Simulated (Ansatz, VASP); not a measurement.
## Two plane-wave programs on InP

Contents of INCAR:

```
SYSTEM = InP
ALGO = Normal
EDIFF = 1E-8
ENCUT = 520
GGA = PE
ISIF = 2
ISMEAR = -1
LASPH = .TRUE.
LCHARG = .FALSE.
LEFG = .TRUE.
LREAL = .FALSE.
LWAVE = .FALSE.
NBANDS = 16
NELM = 60
PREC = Accurate
SIGMA = 0.03
```

The input KPOINTS:

```
k-points
0
G
  11 11 11
  0 0 0
```

File POSCAR:

```
InP
1.0
    0.0000000000      2.8550000000      2.8550000000
    2.8550000000      0.0000000000      2.8550000000
    2.8550000000      2.8550000000      0.0000000000
In P
1 1
Direct
    0.0000000000      0.0000000000      0.0000000000
    0.5000000000      0.5000000000      0.5000000000
```

Input for Ansatz:

```yaml
crystal:
  lattice:
    - [0.0, 2.855, 2.855]
    - [2.855, 0.0, 2.855]
    - [2.855, 2.855, 0.0]
  atoms:
    - { symbol: In, position: [0.0, 0.0, 0.0] }
    - { symbol: P, position: [0.5, 0.5, 0.5] }
kpoints:
  mp_grid: { grid: [11, 11, 11] }
  band_path:
    path:
      - [0.0, 0.0, 0.0]
      - [0.5, 0.0, 0.5]
      - [0.625, 0.25, 0.625]
      - [0.375, 0.375, 0.75]
      - [0.0, 0.0, 0.0]
      - [0.5, 0.5, 0.5]
      - [0.5, 0.25, 0.75]
      - [0.5, 0.0, 0.5]
    npoints: 8
scf:
  occupations: { method: fermi_dirac, width: 0.03 }
hamiltonian:
  xc: pbe
  pseudopotentials: { kind: paw }
output:
  forces: true
  stress: true
  eigenvalues: true
  efg: { contact_densities: true }
  populations: true
  bader: true
  dos: { projected: true, de: 0.2, e_range: [-14, 8] }
```

Alike in both runs: task electric field gradients; functional PBE; k mesh 11 × 11 × 11; occupations fermi-dirac, width 0.03 eV; no spin polarisation.

|  | VASP | Ansatz |
| --- | --- | --- |
| version | VASP 6.6.1 | Ansatz 0.2.0 |
| potentials or method | VASP PAW PBE potentials, release 64 (In_d, P) | PAW with Ansatz's default frozen-core files, scalar-relativistic |
| plane-wave cutoff (eV) | 520 | 420 |
| valence electrons in the cell | 18 | 18 |

```tsv
	VASP	Ansatz	Ansatz less VASP
pressure (GPa)	-5.4	-5.4	+0.02
```
